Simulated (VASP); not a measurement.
# Al8N in VASP: further runs

Al8N is run at these levels: PBE; tasks: single point.

All numbers are computed with VASP 6.6.1; they aren't measurements. Logs are shortened: lines on timing, memory, paths and dates and some standing lists are left out, and cuts for length are marked.

## 1. The cell of the first run

The cell holds a slab with vacuum, 9 atoms: a = 2.854 Å, b = 2.854 Å, c = 33.476 Å, α = 90.00°, β = 90.00°, γ = 120.00°.

## 2. Single point, PBE

INCAR

```
PREC = Accurate
ENCUT = 520
EDIFF = 1E-6
ISMEAR = 0
SIGMA = 0.1
LREAL = False
LASPH = True
NELM = 60
ALGO = Normal
ISIF = 2
LWAVE = False
LCHARG = False
LDIPOL = True
IDIPOL = 3
DIPOL = 0.5 0.5 0.398
GGA = PE
NBANDS = 24
```

KPOINTS

```
regular mesh
0
Gamma
  9 9 1
```

POSCAR

```
Al8N
1.0
    2.8543223330      0.0000000000      0.0000000000
   -1.4271611665      2.4719156510      0.0000000000
    0.0000000000      0.0000000000     33.4760593533
Al N
8 1
Direct
    0.3333333333      0.6666666667      0.1194883770
    0.0000000000      0.0000000000      0.1895622803
    0.6666666667      0.3333333333      0.2596361837
    0.0000000000      0.0000000000      0.3297100869
    0.3333333333      0.6666666667      0.3992195594
    0.0000000000      0.0000000000      0.4696536480
    0.6666666667      0.3333333333      0.5400996810
    0.0000000000      0.0000000000      0.6116627748
    0.8888888889     -0.8888888889      0.6621466141
```

Potentials or basis: VASP PAW PBE potentials, release 64 (Al, N).

On the command line:

```sh
> cat potpaw_PBE.64/Al/POTCAR potpaw_PBE.64/N/POTCAR > POTCAR
> mpirun -np 1 vasp_std > vasp.out
```

OUTCAR:

```text
PREC = Accurate
   ENCUT = 520
   EDIFF = 1E-6
   ISMEAR = 0
   LREAL = False
   LASPH = True
   NELM = 60
   ISIF = 2
   GGA = PE

 ion  position               nearest neighbor table
   1  0.333  0.667  0.119-   2 2.87   2 2.87   2 2.87
   2  0.000  0.000  0.190-   1 2.87   1 2.87   1 2.87   3 2.87   3 2.87   3 2.87
   3  0.667  0.333  0.260-   4 2.87   4 2.87   4 2.87   2 2.87   2 2.87   2 2.87
   4  0.000  0.000  0.330-   5 2.85   5 2.85   5 2.85   3 2.87   3 2.87   3 2.87
   5  0.333  0.667  0.399-   4 2.85   4 2.85   4 2.85   6 2.88   6 2.88   6 2.88
   6  0.000  0.000  0.470-   5 2.88   5 2.88   5 2.88   7 2.88   7 2.88   7 2.88
   7  0.667  0.333  0.540-   6 2.88   6 2.88   6 2.88   8 2.91   8 2.91   8 2.91
   8  0.000  0.000  0.612-   9 1.78   7 2.91   7 2.91   7 2.91
   9  0.889  0.111  0.662-   8 1.78

  LATTYP: Found a hexagonal cell.
 ALAT       =     2.8543223330
 C/A-ratio  =    11.7281986573

  Lattice vectors:

 A1 = (   2.8543223330,   0.0000000000,   0.0000000000)
 A2 = (  -1.4271611665,   2.4719156510,   0.0000000000)
 A3 = (   0.0000000000,   0.0000000000,  33.4760593533)

Analysis of symmetry for initial positions (statically):
=====================================================================
 Subroutine PRICEL returns:
 Original cell was already a primitive cell.

 Routine SETGRP: Setting up the symmetry group for a
 hexagonal supercell.

 Subroutine GETGRP returns: Found  2 space group operations
 (whereof  2 operations were pure point group operations)
 out of a pool of 24 trial point group operations.

The static configuration has the point symmetry C_1h.

Analysis of symmetry for dynamics (positions and initial velocities):
=====================================================================
 Subroutine PRICEL returns:
 Original cell was already a primitive cell.

 Routine SETGRP: Setting up the symmetry group for a
 hexagonal supercell.

 Subroutine GETGRP returns: Found  2 space group operations
 (whereof  2 operations were pure point group operations)
 out of a pool of 24 trial point group operations.

The dynamic configuration has the point symmetry C_1h.

 Subroutine INISYM returns: Found  2 space group operations
 (whereof  2 operations are pure point group operations),
 and found     1 'primitive' translations

[... 118 lines left out ...]
   NELECT =      29.0000    total number of electrons
   NUPDOWN=      -1.0000    fix difference up-down
   EMIN   =  10.00;   EMAX   =-10.00  energy-range for DOS
   EFERMI =   0.00;   METHOD = LEGACY
   ISMEAR =     0;   SIGMA  =   0.10  broadening in eV -4-tet -1-fermi 0-gaus
   EFERMI_NEDOS =   21; number of points for ismear=-14 and -15
   IALGO  =     38    algorithm
   IMIX   =      4    mixing-type and parameters
     AMIX     =   0.40;   BMIX     =  1.00
     AMIX_MAG =   1.60;   BMIX_MAG =  1.00
  volume/ion in A,a.u.               =      26.24       177.10
  Fermi-wavevector in a.u.,A,eV,Ry     =   0.813674  1.537621  9.007949  0.662066
  Thomas-Fermi vector in A             =   1.923442
   LORBIT       =      0    0 simple, 1 ext, 2 COOP (PROOUT), +10 PAW based schemes
   GGA     = PE    functional components
   LHFCALC =     F    Hartree Fock is set to
   AEXX    =    0.0000 exact exchange contribution
   IVDW    =     0    specifies the selected vdW correction
   LEPSILON=     F    determine dielectric tensor
   LRPA    =     F    only Hartree local field effects (RPA)
 non-spin polarized calculation
 Gauss-broadening in eV      SIGMA  =   0.10
  energy-cutoff  :      520.00
  volume of cell :      236.20
 maximum number of plane-waves:      6403
 NGX is ok and might be reduce to    24
   NGX = 11   NGY = 11   NGZ =125

 number of electron      28.9999999 magnetization

 dipolmoment           0.000000      0.000000      0.172571 electrons x Angstroem

 Free energy of the ion-electron system (eV)
  ---------------------------------------------------
  ext. energy  EPLUGINS =         0.00000000
  ---------------------------------------------------
  free energy    TOTEN  =       -34.08605848 eV

  energy without entropy =      -34.05357215  energy(sigma->0) =      -34.06981532

 E-fermi :   1.9432     XC(G=0):  -6.6006

 val. band max:        1.9197025454   @ k =   0.1111   0.1111   0.0000
 cond. band min:       1.9591196978   @ k =  -0.2222  -0.4444   0.0000
 fundamental gap:      0.0394171524
 Fermi energy:         1.9432031452

 k-point     1 :       0.0000    0.0000    0.0000
  band No.  band energies     occupation
      1     -12.1191      2.00000
      2      -9.0548      2.00000
      3      -8.7280      2.00000
      4      -8.2348      2.00000
      5      -7.4973      2.00000
      6      -6.6400      2.00000
[... 637 lines left out ...]
     23       3.6273      0.00000
     24       4.0716      0.00000

 [... further k-points ...]

------------------------ aborting loop because EDIFF is reached ----------------------------------------

 vacuum level on the upper side and lower side of the slab       (xc-potential included)         2.169        -2.186

  FORCE on cell =-STRESS in cart. coord.  units (eV):
  Direction    XX          YY          ZZ          XY          YZ          ZX
  --------------------------------------------------------------------------------------
  -------------------------------------------------------------------------------------
  Total       -1.4765752     -1.7031055      0.5972416     -0.1961811      0.7398825     -1.2815138
  in kB      -10.0160192    -11.5526376      4.0512556     -1.3307505      5.0188286     -8.6928639
  external PRESSURE =      -5.8391337 kB  Pullay stress =       0.0000000 kB

 VOLUME and BASIS-vectors are now :
 -----------------------------------------------------------------------------
  energy-cutoff  :      520.00
  volume of cell :      236.20
      direct lattice vectors                 reciprocal lattice vectors
     2.854322333  0.000000000  0.000000000     0.350345856  0.202272274  0.000000000
    -1.427161166  2.471915651  0.000000000     0.000000000  0.404544548  0.000000000
     0.000000000  0.000000000 33.476059353     0.000000000  0.000000000  0.029872094

 POSITION                                       TOTAL-FORCE (eV/Angst)
 -----------------------------------------------------------------------------------
     -0.00000      1.64794      4.00000         0.001095     -0.000632     -0.091924
      0.00000      0.00000      6.34580        -0.008870      0.005121      0.048418
      1.42716      0.82397      8.69160         0.005900     -0.003407      0.026839
      0.00000      0.00000     11.03739        -0.008492      0.004903     -0.032262
     -0.00000      1.64794     13.36430        -0.002349      0.001356      0.160806
      0.00000      0.00000     15.72215         0.025808     -0.014900     -0.095304
      1.42716      0.82397     18.08041        -0.078628      0.045396      0.194874
      0.00000      0.00000     20.47606         0.943131     -0.544517     -0.805542
      2.37860      0.27466     22.16606        -0.877596      0.506680      0.594095
 -----------------------------------------------------------------------------------
    total drift:                               -0.000372      0.000215     -0.001383

  FREE ENERGIE OF THE ION-ELECTRON SYSTEM (eV)
  ---------------------------------------------------
  free  energy   TOTEN  =       -34.0860584764 eV

  energy  without entropy=      -34.0535721539  energy(sigma->0) =      -34.06981532

 vacuum level on the upper side and lower side of the slab        10.402         5.953
```

Wall time 5.9 min (1 thread of Intel Xeon Platinum 8259CL at 2.50GHz (Skylake/Cascade Lake), shared host); peak memory 0.42 GiB.

What came out:

```yaml
Free_energy: -34.0861 eV
Largest_force: 1.355 eV/Å
```

Forces in eV/Å, atoms in the order of the input:
```
Al   0.001 -0.001 -0.092
Al  -0.009  0.005  0.048
Al   0.006 -0.003  0.027
Al  -0.008  0.005 -0.032
Al  -0.002  0.001  0.161
Al   0.026 -0.015 -0.095
Al  -0.079  0.045  0.195
Al   0.943 -0.545 -0.806
N   -0.878  0.507  0.594
```

Levels at points of the mesh, in eV from the Fermi level:
```tsv
k point	band 11	band 12	band 13	band 14	band 15	band 16	band 17	band 18
(0.00, 0.00, 0.00)	-2.30	-1.00	0.48	1.23	1.25	2.15	3.54	4.55
```

## 3. Single point, PBE

INCAR

```
SYSTEM = Al8N
  ALGO = Normal
  DIPOL = 0.5 0.5 0.400
  EDIFF = 1E-6
  ENCUT = 520
  GGA = PE
  IDIPOL = 3
  ISIF = 2
  ISMEAR = 0
  LASPH = .True.
  LCHARG = .True.
  LDIPOL = .True.
  LELF = .True.
  LREAL = .False.
  LVACPOTAV = .True.
  LVHAR = .True.
  LWAVE = .False.
  NBANDS = 24
  NELM = 100
  PREC = Accurate
  SIGMA = 0.1
```

KPOINTS

```
k-points
0
Gamma
  9 9 1
  0 0 0
```

POSCAR: that of step 2 with these lines changed.

```diff
@@ -16,2 +16,2 @@
     0.0000000000      0.0000000000      0.6116627748
-    0.8888888889     -0.8888888889      0.6621466141
+    0.8888888889     -0.8888888889      0.6854468476
```

Potentials or basis: VASP PAW PBE potentials, release 64 (Al, N).

On the command line:

```sh
> cat potpaw_PBE.64/Al/POTCAR potpaw_PBE.64/N/POTCAR > POTCAR
> mpirun -np 1 vasp_std > vasp.out
```

It took 7.3 min on 1 thread of Intel Xeon Platinum 8259CL at 2.50GHz (Skylake/Cascade Lake), shared host; peak memory 0.4 GiB.

Results (log left out):

| Quantity | Value |
| --- | --- |
| Free energy | -32.5951 eV |
| Largest force | 2.202 eV/Å |

Forces on the atoms (eV/Å):
```
Al  -0.002  0.001 -0.059
Al   0.009 -0.005  0.066
Al  -0.003  0.002 -0.020
Al  -0.003  0.001 -0.061
Al   0.000  0.000  0.214
Al   0.018 -0.011 -0.157
Al  -0.025  0.015  0.080
Al  -0.238  0.137  2.120
N    0.243 -0.140 -2.184
```

Levels at points of the mesh, in eV from the Fermi level:
| k point | band 10 | band 11 | band 12 | band 13 | band 14 | band 15 | band 16 | band 17 | band 18 | band 19 |
| --- | --- | --- | --- | --- | --- | --- | --- | --- | --- | --- |
| (0.00, 0.00, 0.00) | -3.97 | -2.50 | -1.25 | 0.03 | 1.40 | 1.41 | 1.58 | 3.08 | 4.15 | 5.29 |

## 4. Single point, PBE

INCAR

```
PREC = Accurate
ENCUT = 520
EDIFF = 1E-6
ISMEAR = 0
SIGMA = 0.1
LREAL = False
LASPH = True
NELM = 80
ALGO = Normal
ISIF = 2
LWAVE = False
LCHARG = True
LDIPOL = True
IDIPOL = 3
DIPOL = 0.5 0.5 0.404
GGA = PE
LELF = True
LVHAR = True
LVACPOTAV = True
NBANDS = 24
```

KPOINTS

```
Automatic mesh
0
Gamma
  9 9 1
```

POSCAR: that of step 3 with these lines changed.

```diff
@@ -16,2 +16,2 @@
     0.0000000000      0.0000000000      0.6116627748
-    0.8888888889     -0.8888888889      0.6854468476
+    0.8888888889     -0.8888888889      0.7212933607
```

On the command line:

```sh
> cat potpaw_PBE.64/Al/POTCAR potpaw_PBE.64/N/POTCAR > POTCAR
> mpirun -np 1 vasp_std > vasp.out
```

Wall time 5.4 min (1 thread of Intel Xeon Platinum 8259CL at 2.50GHz (Skylake/Cascade Lake), shared host); peak memory 0.42 GiB.

It converged, with:

```
Free energy   : -31.2534 eV
Largest force : 0.402 eV/Å
```

Forces in eV/Å, atoms in the order of the input:
```
Al   0.000  0.000 -0.085
Al  -0.001  0.000  0.034
Al   0.001  0.000  0.000
Al  -0.001  0.000 -0.118
Al   0.000  0.000  0.190
Al   0.004 -0.002 -0.047
Al  -0.003  0.002 -0.032
Al  -0.015  0.008  0.402
N    0.015 -0.009 -0.344
```

Levels at points of the mesh, in eV from the Fermi level:
```
           k point  band 10  band 11  band 12  band 13  band 14  band 15  band 16  band 17  band 18  band 19
(0.00, 0.00, 0.00)    -3.95    -2.37    -1.16    -0.50     1.11     1.48     1.48     2.71     3.91     4.91
```

## 5. Single point, PBE

INCAR

```
SYSTEM = Al8N
ALGO = Normal ; DIPOL = 0.5 0.5 0.398
EDIFF = 1E-6 ; ENCUT = 520
GGA = PE ; IDIPOL = 3
ISIF = 2 ; ISMEAR = 0
LASPH = .TRUE. ; LCHARG = .TRUE.
LDIPOL = .TRUE. ; LELF = .TRUE.
LREAL = .FALSE. ; LVACPOTAV = .TRUE.
LVHAR = .TRUE. ; LWAVE = .FALSE.
NBANDS = 24 ; NELM = 100
PREC = Accurate ; SIGMA = 0.1
```

KPOINTS

```
k-points
0
G
  9 9 1
  0 0 0
```

POSCAR: that of step 4 with these lines changed.

```diff
@@ -16,2 +16,2 @@
     0.0000000000      0.0000000000      0.6116627748
-    0.8888888889     -0.8888888889      0.7212933607
+    0.1111111111     -0.1111111111      0.6621466141
```

On the command line:

```sh
> cat potpaw_PBE.64/Al/POTCAR potpaw_PBE.64/N/POTCAR > POTCAR
> mpirun -np 1 vasp_std > vasp.out
```

Wall time 5.2 min (1 thread of Intel Xeon Platinum 8259CL at 2.50GHz (Skylake/Cascade Lake), shared host); peak memory 0.42 GiB.

The run converged. Its results:

```yaml
Free_energy: -34.0984 eV
Largest_force: 1.338 eV/Å
```

Forces in eV/Å, atoms in the order of the input:
```
Al  -0.002  0.001 -0.094
Al   0.007 -0.004  0.047
Al   0.001 -0.001  0.030
Al   0.007 -0.004 -0.035
Al   0.005 -0.003  0.168
Al  -0.025  0.014 -0.099
Al   0.010 -0.006  0.202
Al  -0.934  0.539 -0.792
N    0.930 -0.537  0.572
```

Levels at points of the mesh, in eV from the Fermi level:
```tsv
k point	band 12	band 13	band 14	band 15	band 16	band 17
(0.00, 0.00, 0.00)	-1.00	0.48	1.22	1.25	2.16	3.58
```

## 6. Single point, PBE

INCAR

```
SYSTEM = Al8N
ALGO = Normal
DIPOL = 0.5 0.5 0.400
EDIFF = 1E-7
ENCUT = 520
GGA = PE
IDIPOL = 3
ISIF = 2
ISMEAR = 0
LASPH = .TRUE.
LCHARG = .TRUE.
LDIPOL = .TRUE.
LELF = .TRUE.
LREAL = .FALSE.
LVACPOTAV = .TRUE.
LVHAR = .TRUE.
LWAVE = .FALSE.
NBANDS = 24
NELM = 100
PREC = Accurate
SIGMA = 0.1
```

KPOINTS is that of step 5.

POSCAR: that of step 5 with these lines changed.

```diff
@@ -16,2 +16,2 @@
     0.0000000000      0.0000000000      0.6116627748
-    0.1111111111     -0.1111111111      0.6621466141
+    0.1111111111     -0.1111111111      0.6854468476
```

Potentials or basis: VASP PAW PBE potentials, release 64 (Al, N).

On the command line:

```sh
> cat potpaw_PBE.64/Al/POTCAR potpaw_PBE.64/N/POTCAR > POTCAR
> mpirun -np 1 vasp_std > vasp.out
```

Wall time 6.3 min (1 thread of Intel Xeon Platinum 8259CL at 2.50GHz (Skylake/Cascade Lake), shared host); peak memory 0.42 GiB.

Results (log left out):

| Property | Result |
| --- | --- |
| Free energy | -32.5990 eV |
| Largest force | 2.208 eV/Å |

Forces in eV/Å, atoms in the order of the input:
```
Al   0.004 -0.003 -0.059
Al  -0.007  0.004  0.066
Al   0.000  0.000 -0.016
Al   0.001 -0.001 -0.068
Al   0.005 -0.003  0.221
Al  -0.020  0.012 -0.159
Al   0.000  0.000  0.090
Al   0.241 -0.139  2.119
N   -0.224  0.129 -2.193
```

Levels at points of the mesh, in eV from the Fermi level:
```
           k point  band 12  band 13  band 14  band 15  band 16  band 17
(0.00, 0.00, 0.00)    -1.26     0.02     1.40     1.41     1.57     3.08
```
